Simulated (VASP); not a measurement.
Set up this calculation in VASP 6.6.1, as the native input.

```yaml
Task: single point
Functional: PBE
Potentials_or_basis: VASP PAW PBE potentials, release 64 (Al, Cu)
Cutoff: 520 eV
k_mesh: 14 × 14 × 14
Occupations: gaussian, width 0.15 eV
Spin: no spin polarisation
Dipole_correction: no
Further_INCAR_settings: ALGO = Fast; EDIFF = 1e-06; NBANDS = 16
```

The structure of Al2Cu lies in POSCAR:

```
Al2Cu
1.0
   -2.0446004822      2.0446004822      2.8914013846
    2.0446004822     -2.0446004822      2.8914013846
    2.0446004822      2.0446004822     -2.8914013846
Al Cu
2 1
Direct
    0.7500000000      0.2241656734      0.4741656734
    0.2500000000      0.7241656734      0.4741656734
    0.5000000000      0.5219384344      0.0219384344
```

This cell differs from its parent crystal: atoms displaced along a vibrational mode.

These files were run (other wordings do the same):

INCAR

```
  ALGO = Fast
  EDIFF = 1E-6
  ENCUT = 520
  GGA = PE
  ISIF = 2
  ISMEAR = 0
  LASPH = T
  LCHARG = F
  LREAL = F
  LWAVE = F
  NBANDS = 16
  NELM = 100
  PREC = Accurate
  SIGMA = 0.15
```

KPOINTS

```
k-points
0
Gamma
  14 14 14
```

Potentials or basis: VASP PAW PBE potentials, release 64 (Al, Cu).

The run is started by

```sh
$ cat potpaw_PBE.64/Al/POTCAR potpaw_PBE.64/Cu/POTCAR > POTCAR
$ mpirun -np 1 vasp_std > vasp.out
```

It gave:

```yaml
Pressure: 1.4 GPa
Largest_force: 1.439 eV/Å
Band_gap_on_the_k_mesh: zero (an odd number of electrons rules out a gap without spin polarisation)
```

Caveat: the cell differs from its parent crystal (atoms displaced along a vibrational mode); forces of over 1 eV/Å act on the atoms, so gaps and moduli don't describe the material at rest.

Wall time 6.7 min on 1 thread of Intel(R) Xeon(R) 6975P-C (Granite Rapids), with other jobs on the host, peak memory 0.42 GiB.
